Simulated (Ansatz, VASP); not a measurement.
**CuMo3 in VASP and in Ansatz**

File INCAR:

```
SYSTEM = CuMo3
PREC = Accurate ; ENCUT = 600
EDIFF = 1E-6 ; ISMEAR = 0
SIGMA = 0.1 ; LREAL = .FALSE.
LASPH = .TRUE. ; NELM = 80
ALGO = Normal ; ISIF = 3
LWAVE = .FALSE. ; LCHARG = .FALSE.
GGA = PE ; IBRION = 2
NSW = 90 ; EDIFFG = -0.04
```

The input KPOINTS:

```
regular mesh
0
G
  4 4 4
  0 0 0
```

The input POSCAR:

```
CuMo3
1.0
    0.0000000000      3.3567132900      3.3567132900
    3.3567132900      0.0000000000      3.3567132900
    3.3567132900      3.3567132900      0.0000000000
Cu Mo
1 3
Direct
    0.0000000000      0.0000000000      0.0000000000
    0.2500000000      0.2500000000      0.2500000000
    0.7500000000      0.7500000000      0.7500000000
    0.5000000000      0.5000000000      0.5000000000
```

Input for Ansatz:

```yaml
crystal:
  lattice:
    - [0.0, 3.35671329, 3.35671329]
    - [3.35671329, 0.0, 3.35671329]
    - [3.35671329, 3.35671329, 0.0]
  atoms:
    - { symbol: Cu, position: [0.0, 0.0, 0.0] }
    - { symbol: Mo, position: [0.25, 0.25, 0.25] }
    - { symbol: Mo, position: [0.75, 0.75, 0.75] }
    - { symbol: Mo, position: [0.5, 0.5, 0.5] }
basis:
  ecutwfc: 420
kpoints:
  mp_grid: { grid: [4, 4, 4] }
hamiltonian:
  xc: pbe
scf:
  occupations: { method: gaussian, width: 0.1 }
  lower_state_search: "off"
output:
  forces: true
  stress: true
  eigenvalues: true
relax:
  adjacent_minimum: "off"
  f_tol: 0.04
  max_steps: 70
  cell: { stress_tol: 0.4 }
```

Change from the starting cell: species swapped into the Li3Sn type (Fm-3m, No. 225).

Alike in both runs: task relaxation of cell and atoms; functional PBE; k mesh 4 × 4 × 4; occupations gaussian, width 0.1 eV; no spin polarisation.

|  | VASP | Ansatz |
| --- | --- | --- |
| version | VASP 6.6.1 | Ansatz 0.2.0 |
| potentials or method | VASP PAW PBE potentials, release 64 (Cu, Mo_sv), cutoff 600 eV | scalar-relativistic, plane waves, PAW |
| valence electrons in the cell | 53 | 61 |

|  | VASP | Ansatz | Ansatz less VASP |
| --- | --- | --- | --- |
| gap on the k mesh at the Fermi level, each at its own relaxed structure (eV) | none | none | - |
| relaxed volume (Å³/atom) | 15.02 | 14.99 | -0.027 |
| relaxed cell length with the largest relative difference (Å) | 4.396 | 4.394 | -0.0026 |

A gap of «none» marks a metal or a gap that the smearing closes. VASP's potentials hold 53 valence electrons a cell and Ansatz's 61, so a difference there can come from the potentials and not from the codes.

The k mesh is coarse, so the values compare programs but aren't converged. Noted on VASP's run: the volume moved by over 15 % at a fixed basis, so the end points are rough.
